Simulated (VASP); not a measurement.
Write the native input for VASP 6.6.1 that does the following.

```
Task                   : relaxation of cell and atoms
Functional             : PBEsol
Potentials or basis    : VASP PAW PBE potentials, release 64 (Al)
Cutoff                 : 500 eV
k mesh                 : 9 × 9 × 9
Occupations            : fermi-dirac, width 0.1 eV
Spin                   : no spin polarisation
Target pressure        : 20 GPa
Dipole correction      : no
Further INCAR settings : ALGO = Normal; EDIFF = 1e-07; IBRION = 2; EDIFFG = -0.01; NSW = 80; ISIF = 3
```

The structure of Al lies in POSCAR:

```
Al
1.0
    0.0000000000      2.0250000000      2.0250000000
    2.0250000000      0.0000000000      2.0250000000
    2.0250000000      2.0250000000      0.0000000000
Al
1
Direct
    0.0000000000      0.0000000000      0.0000000000
```

One way to write it, as run:

INCAR

```
SYSTEM = Al
ALGO     = Normal         ! electronic algorithm
EDIFF    = 1E-7           ! SCF threshold, eV
EDIFFG   = -0.01          ! ionic threshold
ENCUT    = 500            ! plane-wave cutoff, eV
GGA      = PS             ! functional
GGA_COMPAT= .False.      
IBRION   = 2              ! ionic algorithm
ISIF     = 3              ! what is computed and relaxed
ISMEAR   = -1             ! smearing method
LASPH    = .True.         ! aspherical terms in the spheres
LCHARG   = .False.        ! write CHGCAR
LREAL    = .False.        ! projectors in reciprocal space
LWAVE    = .False.        ! write WAVECAR
NELM     = 120            ! most SCF steps
NELMIN   = 4            
NSW      = 80             ! ionic steps
PREC     = Accurate       ! precision mode
PSTRESS  = 200.0        
SIGMA    = 0.1            ! smearing width, eV
```

KPOINTS

```
k-points
0
Gamma
  9 9 9
  0 0 0
```

Potentials or basis: VASP PAW PBE potentials, release 64 (Al).

Launch:

```sh
$ cat potpaw_PBE.64/Al/POTCAR > POTCAR
$ mpirun -np 1 vasp_std > vasp.out
```

It gave:

| Quantity | Value |
| --- | --- |
| Relaxed volume | 13.72 Å³/atom |
| Relaxed cell | a = 2.687 Å, b = 2.687 Å, c = 2.687 Å, α = 60.00°, β = 60.00°, γ = 60.00° |
| Space group after relaxing (to 0.1 Å) | Fm-3m (No. 225) |
| Energy change on relaxing (the run minimises the enthalpy) | +132.7 meV/atom |
| Ionic steps | 4 |
| Pressure after relaxing | 19.9 GPa |
| Band gap on the k mesh | zero (an odd number of electrons rules out a gap without spin polarisation) |

Caveat: the cell is relaxed towards a set pressure, so the run minimises the enthalpy, not the energy; the volume moved by over 15 % at a fixed basis, so the end points are rough; the PAW data sets were made with another functional, which shifts forces and pressure a little.

Run time: 5.3 s on 1 thread of Intel(R) Xeon(R) Platinum 8375C CPU @ 2.90GHz (Ice Lake), on a shared host, peak memory 0.13 GiB.
